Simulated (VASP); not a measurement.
# AlRu (Pm-3m) in VASP: a series of runs

AlRu is run at these levels: PBEsol; tasks: single point.

All numbers are computed with VASP 6.6.1; they aren't measurements. Logs are shortened: lines on timing, memory, paths and dates and some standing lists are left out, and cuts for length are marked.

### 1 The cell of the first run

It takes space group Pm-3m (No. 221, cubic). The conventional cell has a = 2.935 Å, b = 2.935 Å, c = 2.935 Å, α = 90.00°, β = 90.00°, γ = 90.00°. Within 3.4 Å of Ru (site symmetry m-3m) lie 8 Al at 2.54 Å and 6 Ru at 2.93 Å. Al (site symmetry m-3m) has 8 Ru at 2.54 Å and 6 Al at 2.93 Å within 3.4 Å.

### 2 Single point, PBEsol

File INCAR:

```
SYSTEM = AlRu
PREC = Accurate ; ENCUT = 520
EDIFF = 1E-6 ; ISMEAR = -1
SIGMA = 0.05 ; LREAL = .FALSE.
LASPH = .TRUE. ; NELM = 60
ALGO = Normal ; ISIF = 2
LWAVE = .FALSE. ; LCHARG = .FALSE.
GGA = PS ; NBANDS = 16
```

File KPOINTS:

```
regular mesh
0
G
  9 9 9
  0 0 0
```

File POSCAR:

```
AlRu
1.0
    2.9348088848      0.0000000000      0.0000000000
    0.0000000000      2.9348088848      0.0000000000
    0.0000000000      0.0000000000      2.9348088848
Ru Al
1 1
Direct
    0.5000000000      0.5000000000      0.5000000000
    0.0000000000      0.0000000000      0.0000000000
```

Potentials or basis: VASP PAW PBE potentials, release 64 (Ru_pv, Al).

Command:

```bash
cat potpaw_PBE.64/Ru_pv/POTCAR potpaw_PBE.64/Al/POTCAR > POTCAR
mpirun -np 1 vasp_std > vasp.out
```

OUTCAR:

```text
SYSTEM = AlRu
   PREC = Accurate
   ENCUT = 520
   EDIFF = 1E-6
   ISMEAR = -1
   LREAL = .FALSE.
   LASPH = .TRUE.
   NELM = 60
   ISIF = 2
   GGA = PS

 ion  position               nearest neighbor table
   1  0.500  0.500  0.500-   2 2.54   2 2.54   2 2.54   2 2.54   2 2.54   2 2.54   2 2.54   2 2.54

   2  0.000  0.000  0.000-   1 2.54   1 2.54   1 2.54   1 2.54   1 2.54   1 2.54   1 2.54   1 2.54

  LATTYP: Found a simple cubic cell.
 ALAT       =     2.9348088848

  Lattice vectors:

 A1 = (   2.9348088848,   0.0000000000,   0.0000000000)
 A2 = (   0.0000000000,   2.9348088848,   0.0000000000)
 A3 = (   0.0000000000,   0.0000000000,   2.9348088848)

Analysis of symmetry for initial positions (statically):
=====================================================================
 Subroutine PRICEL returns:
 Original cell was already a primitive cell.

 Routine SETGRP: Setting up the symmetry group for a
 simple cubic supercell.

 Subroutine GETGRP returns: Found 48 space group operations
 (whereof 48 operations were pure point group operations)
 out of a pool of 48 trial point group operations.

The static configuration has the point symmetry O_h .

Analysis of symmetry for dynamics (positions and initial velocities):
=====================================================================
 Subroutine PRICEL returns:
 Original cell was already a primitive cell.

 Routine SETGRP: Setting up the symmetry group for a
 simple cubic supercell.

 Subroutine GETGRP returns: Found 48 space group operations
 (whereof 48 operations were pure point group operations)
 out of a pool of 48 trial point group operations.

The dynamic configuration has the point symmetry O_h .

 Subroutine INISYM returns: Found 48 space group operations
 (whereof 48 operations are pure point group operations),
 and found     1 'primitive' translations

----------------------------------------------------------------------------------------

                                     Primitive cell

  volume of cell :      25.2778

  direct lattice vectors                    reciprocal lattice vectors
     2.934808885  0.000000000  0.000000000     0.340737690  0.000000000  0.000000000
     0.000000000  2.934808885  0.000000000     0.000000000  0.340737690  0.000000000
     0.000000000  0.000000000  2.934808885     0.000000000  0.000000000  0.340737690

  length of vectors
     2.934808885  2.934808885  2.934808885     0.340737690  0.340737690  0.340737690

  position of ions in fractional coordinates (direct lattice)
     0.500000000  0.500000000  0.500000000
     0.000000000  0.000000000  0.000000000

  ion indices of the primitive-cell ions
   primitive index   ion index
                 1           1
                 2           2

----------------------------------------------------------------------------------------

 KPOINTS: regular mesh

Automatic generation of k-mesh.
 Grid dimensions read from file:
 generate k-points for:    9    9    9

 Generating k-lattice:

  Cartesian coordinates                     Fractional coordinates (reciprocal lattice)
     0.037859743  0.000000000  0.000000000     0.111111111  0.000000000  0.000000000
     0.000000000  0.037859743  0.000000000     0.000000000  0.111111111  0.000000000
     0.000000000  0.000000000  0.037859743     0.000000000  0.000000000  0.111111111

  Length of vectors
     0.037859743  0.037859743  0.037859743

  Shift w.r.t. Gamma in fractional coordinates (k-lattice)
     0.000000000  0.000000000  0.000000000

 Subroutine IBZKPT returns following result:
 ===========================================

 Found     35 irreducible k-points:

 Following reciprocal coordinates:
            Coordinates               Weight
  0.000000  0.000000  0.000000      1.000000
  0.111111  0.000000  0.000000      6.000000
  0.222222  0.000000  0.000000      6.000000
  0.333333  0.000000  0.000000      6.000000
  0.444444  0.000000  0.000000      6.000000
  0.111111  0.111111  0.000000     12.000000
[... 16 lines left out ...]
  0.333333  0.333333  0.111111     24.000000
  0.444444  0.333333  0.111111     48.000000
 [... further k-points ...]
   k-points           NKPTS =     35   k-points in BZ     NKDIM =     35   number of bands    NBANDS=     16
   number of dos      NEDOS =    301   number of ions     NIONS =      2
   total plane-waves  NPLWV =  13824
   dimension x,y,z NGX =    24 NGY =   24 NGZ =   24
   dimension x,y,z NGXF=    48 NGYF=   48 NGZF=   48
   ions per type =               1   1
   NGX,Y,Z   is equivalent  to a cutoff of  13.60, 13.60, 13.60 a.u.
   NGXF,Y,Z  is equivalent  to a cutoff of  27.19, 27.19, 27.19 a.u.
 SYSTEM =  AlRu
   PREC   = accura    normal or accurate (medium, high low for compatibility)
   ISTART =      0    job   : 0-new  1-cont  2-samecut
   ICHARG =      2    charge: 1-file 2-atom 10-const
   ISPIN  =      1    spin polarized calculation?
   LNONCOLLINEAR =      F non collinear calculations
   LSORBIT =      F    spin-orbit coupling
   LASPH  =      T    aspherical Exc in radial PAW
   ENCUT  =  520.0 eV  38.22 Ry    6.18 a.u.   5.46  5.46  5.46*2*pi/ulx,y,z
   NELM   =     60;   NELMIN=  2; NELMDL= -5     # of ELM steps
   EDIFF  = 0.1E-05   stopping-criterion for ELM
   LREAL  =      F    real-space projection
   EDIFFG = 0.1E-04   stopping-criterion for IOM
   NSW    =      0    number of steps for IOM
   IBRION =     -1    ionic relax: 0-MD 1-quasi-New 2-CG
   NFREE  =      0    steps in history (QN), initial steepest desc. (CG)
   ISIF   =      2    stress and relaxation
   ISYM   =      2    0-nonsym 1-usesym 2-fastsym
   POTIM  = 0.5000    time-step for ionic-motion
   TEBEG  =    0.0;   TEEND  =   0.0 temperature during run
   PSTRESS=    0.0 pullay stress
   NELECT =      17.0000    total number of electrons
   NUPDOWN=      -1.0000    fix difference up-down
   EMIN   =  10.00;   EMAX   =-10.00  energy-range for DOS
   EFERMI =   0.00;   METHOD = LEGACY
   ISMEAR =    -1;   SIGMA  =   0.05  broadening in eV -4-tet -1-fermi 0-gaus
   EFERMI_NEDOS =   21; number of points for ismear=-14 and -15
   IALGO  =     38    algorithm
   IMIX   =      4    mixing-type and parameters
     AMIX     =   0.40;   BMIX     =  1.00
     AMIX_MAG =   1.60;   BMIX_MAG =  1.00
  volume/ion in A,a.u.               =      12.64        85.29
  Fermi-wavevector in a.u.,A,eV,Ry     =   1.434315  2.710463 27.990729  2.057261
  Thomas-Fermi vector in A             =   2.553737
   LORBIT       =      0    0 simple, 1 ext, 2 COOP (PROOUT), +10 PAW based schemes
   GGA     = PS    functional components
   LHFCALC =     F    Hartree Fock is set to
   AEXX    =    0.0000 exact exchange contribution
   IVDW    =     0    specifies the selected vdW correction
   LEPSILON=     F    determine dielectric tensor
   LRPA    =     F    only Hartree local field effects (RPA)
 non-spin polarized calculation
  energy-cutoff  :      520.00
  volume of cell :       25.28
 maximum number of plane-waves:       697
 NGX is ok and might be reduce to    24
   NGX = 11   NGY = 11   NGZ = 11

 number of electron      17.0000002 magnetization

 Free energy of the ion-electron system (eV)
  ---------------------------------------------------
  ext. energy  EPLUGINS =         0.00000000
  ---------------------------------------------------
  free energy    TOTEN  =       -15.49163699 eV

  energy without entropy =      -15.47774668  energy(sigma->0) =      -15.48469184

 E-fermi :  11.3440     XC(G=0): -12.9884

 val. band max:       11.3321738336   @ k =   0.4444   0.4444   0.1111
 cond. band min:      11.3458030048   @ k =   0.4444   0.1111   0.1111
 fundamental gap:      0.0136291712
 Fermi energy:        11.3440066049

 k-point     1 :       0.0000    0.0000    0.0000
  band No.  band energies     occupation
      1     -30.3273      2.00000
      2     -30.3273      2.00000
      3     -30.3273      2.00000
      4       1.4047      2.00000
      5       7.5058      2.00000
      6       7.5058      2.00000
[... 8 lines left out ...]
     15      23.3690      0.00000
     16      27.6289      0.00000

 k-point     2 :       0.1111    0.0000    0.0000
  band No.  band energies     occupation
      1     -30.3583      2.00000
      2     -30.3247      2.00000
      3     -30.3247      2.00000
      4       1.6535      2.00000
      5       7.5945      2.00000
      6       7.5980      2.00000
[... 8 lines left out ...]
     15      23.5825      0.00000
     16      28.3818      0.00000

 k-point     3 :       0.2222    0.0000    0.0000
  band No.  band energies     occupation
      1     -30.4362      2.00000
      2     -30.3181      2.00000
      3     -30.3181      2.00000
      4       2.3692      2.00000
      5       7.7039      2.00000
      6       7.8322      2.00000
[... 8 lines left out ...]
     15      24.5762      0.00000
     16      28.9972      0.00000

 k-point     4 :       0.3333    0.0000    0.0000
  band No.  band energies     occupation
      1     -30.5239      2.00000
      2     -30.3105      2.00000
      3     -30.3105      2.00000
      4       3.4661      2.00000
      5       7.3493      2.00000
      6       8.1300      2.00000
[... 8 lines left out ...]
     15      25.0826      0.00000
     16      27.0107      0.00000
[... 324 lines left out ...]
 k-point    22 :       0.4444    0.2222    0.1111
  band No.  band energies     occupation
      1     -30.5628      2.00000
      2     -30.4067      2.00000
      3     -30.3255      2.00000
      4       5.3323      2.00000
      5       6.7660      2.00000
      6       8.7448      2.00000
[... 8 lines left out ...]
     15      23.6736      0.00000
     16      25.8174      0.00000

 k-point    23 :       0.3333    0.3333    0.1111
  band No.  band energies     occupation
      1     -30.4994      2.00000
      2     -30.4947      2.00000
      3     -30.3227      2.00000
      4       4.9364      2.00000
      5       7.4882      2.00000
      6       8.7626      2.00000
[... 8 lines left out ...]
     15      25.3716      0.00000
     16      26.4181      0.00000

 k-point    24 :       0.4444    0.3333    0.1111
  band No.  band energies     occupation
      1     -30.5516      2.00000
      2     -30.4903      2.00000
      3     -30.3175      2.00000
      4       5.3215      2.00000
      5       7.4304      2.00000
      6       8.7342      2.00000
[... 8 lines left out ...]
     15      24.9827      0.00000
     16      25.4132      0.00000

 [... further k-points ...]

------------------------ aborting loop because EDIFF is reached ----------------------------------------

  FORCE on cell =-STRESS in cart. coord.  units (eV):
  Direction    XX          YY          ZZ          XY          YZ          ZX
  --------------------------------------------------------------------------------------
  -------------------------------------------------------------------------------------
  Total        1.6062008      1.6062008      1.6062008     -0.0000000     -0.0000000      0.0000000
  in kB      101.8054276    101.8054276    101.8054276     -0.0000000     -0.0000000      0.0000000
  external PRESSURE =     101.8054276 kB  Pullay stress =       0.0000000 kB

 VOLUME and BASIS-vectors are now :
 -----------------------------------------------------------------------------
  energy-cutoff  :      520.00
  volume of cell :       25.28
      direct lattice vectors                 reciprocal lattice vectors
     2.934808885  0.000000000  0.000000000     0.340737690  0.000000000  0.000000000
     0.000000000  2.934808885  0.000000000     0.000000000  0.340737690  0.000000000
     0.000000000  0.000000000  2.934808885     0.000000000  0.000000000  0.340737690

 POSITION                                       TOTAL-FORCE (eV/Angst)
 -----------------------------------------------------------------------------------
      1.46740      1.46740      1.46740         0.000000      0.000000      0.000000
      0.00000      0.00000      0.00000         0.000000      0.000000      0.000000
 -----------------------------------------------------------------------------------
    total drift:                                0.000000     -0.000000     -0.000000

  FREE ENERGIE OF THE ION-ELECTRON SYSTEM (eV)
  ---------------------------------------------------
  free  energy   TOTEN  =       -15.4916369937 eV

  energy  without entropy=      -15.4777466796  energy(sigma->0) =      -15.48469184
```

Run time: 4 s. Hardware: 1 thread of Intel Xeon 6975P-C (Granite Rapids), shared host; peak memory 0.14 GiB.

What came out:

```yaml
Free_energy: -15.4916 eV
Pressure: 10.2 GPa
```

Caveat: the PAW data sets were made with another functional, which shifts forces and pressure a little.

### 3 Single point, PBEsol

This run uses another cell than the first one, of 12.20 Å³/atom, 0.965 times its volume.

File INCAR:

```
SYSTEM = AlRu
PREC = Accurate ; ENCUT = 520
EDIFF = 1E-6 ; ISMEAR = -1
SIGMA = 0.05 ; LREAL = .FALSE.
LASPH = .TRUE. ; NELM = 80
ALGO = Normal ; ISIF = 2
LWAVE = .FALSE. ; LCHARG = .TRUE.
GGA = PS ; LELF = .TRUE.
LVHAR = .TRUE. ; NBANDS = 16
```

File KPOINTS:

```
Automatic mesh
0
G
  9 9 9
  0 0 0
```

File POSCAR:

```
AlRu
1.0
    2.9004093328      0.0000000000      0.0000000000
    0.0000000000      2.9004093328      0.0000000000
    0.0000000000      0.0000000000      2.9004093328
Ru Al
1 1
Direct
    0.5000000000      0.5000000000      0.5000000000
    0.0000000000      0.0000000000      0.0000000000
```

Potentials or basis: VASP PAW PBE potentials, release 64 (Ru_pv, Al).

Command:

```bash
cat potpaw_PBE.64/Ru_pv/POTCAR potpaw_PBE.64/Al/POTCAR > POTCAR
mpirun -np 1 vasp_std > vasp.out
```

It took 4.1 s on 1 thread of Intel Xeon 6975P-C (Granite Rapids), shared host; peak memory 0.14 GiB.

The run converged. Its results:

```
Free energy : -15.4084 eV
Pressure    : 20.3 GPa
```

Levels at points of the mesh, in eV from the Fermi level:
```csv
k point,band 5,band 6,band 7,band 8,band 9,band 10,band 11,band 12,band 13,band 14
"(0.00, 0.00, 0.00)",-4.05,-4.05,0.28,0.28,0.28,6.63,6.63,6.63,11.64,11.64
```

Caveat: the PAW data sets were made with another functional, which shifts forces and pressure a little.

### 4 Single point, PBEsol

This run uses another cell than the first one, of 13.18 Å³/atom, 1.043 times its volume.

File INCAR:

```
SYSTEM = AlRu
ALGO = Normal
EDIFF = 1E-6
ENCUT = 520
GGA = PS
ISIF = 2
ISMEAR = -1
LASPH = .True.
LCHARG = .True.
LELF = .True.
LREAL = .False.
LVHAR = .True.
LWAVE = .False.
NBANDS = 16
NELM = 100
PREC = Accurate
SIGMA = 0.05
```

File KPOINTS:

```
k-points
0
Gamma
  9 9 9
  0 0 0
```

File POSCAR:

```
AlRu
1.0
    2.9758888317      0.0000000000      0.0000000000
    0.0000000000      2.9758888317      0.0000000000
    0.0000000000      0.0000000000      2.9758888317
Ru Al
1 1
Direct
    0.5000000000      0.5000000000      0.5000000000
    0.0000000000      0.0000000000      0.0000000000
```

Command:

```bash
cat potpaw_PBE.64/Ru_pv/POTCAR potpaw_PBE.64/Al/POTCAR > POTCAR
mpirun -np 1 vasp_std > vasp.out
```

Wall time 4.4 s (1 thread of Intel Xeon 6975P-C (Granite Rapids), shared host); peak memory 0.14 GiB.

Results (log left out):

```
Free energy : -15.5255 eV
Pressure    : 0.1 GPa
```

Levels at points of the mesh, in eV from the Fermi level:
| k point | band 5 | band 6 | band 7 | band 8 | band 9 | band 10 | band 11 | band 12 | band 13 | band 14 |
| --- | --- | --- | --- | --- | --- | --- | --- | --- | --- | --- |
| (0.00, 0.00, 0.00) | -3.60 | -3.60 | 0.25 | 0.25 | 0.25 | 6.23 | 6.23 | 6.23 | 11.17 | 11.17 |

Caveat: the PAW data sets were made with another functional, which shifts forces and pressure a little.

### 5 Summary

```tsv
cell	gap on the mesh (eV)	pressure (GPa)
a = 2.935 Å, 2 atoms	none	10.2
a = 2.900 Å, 2 atoms	none	20.3
a = 2.976 Å, 2 atoms	none	0.1
```

Alike in all rows: task single point; level PBEsol; potentials or basis VASP PAW PBE potentials, release 64 (Ru_pv, Al); no spin polarisation; k mesh 9 × 9 × 9; cutoff (eV) 520; smearing fermi-dirac 0.05 eV.

Caveats: the PAW data sets were made with another functional, which shifts forces and pressure a little.

Absolute energies hang on the potentials; compare differences alone.
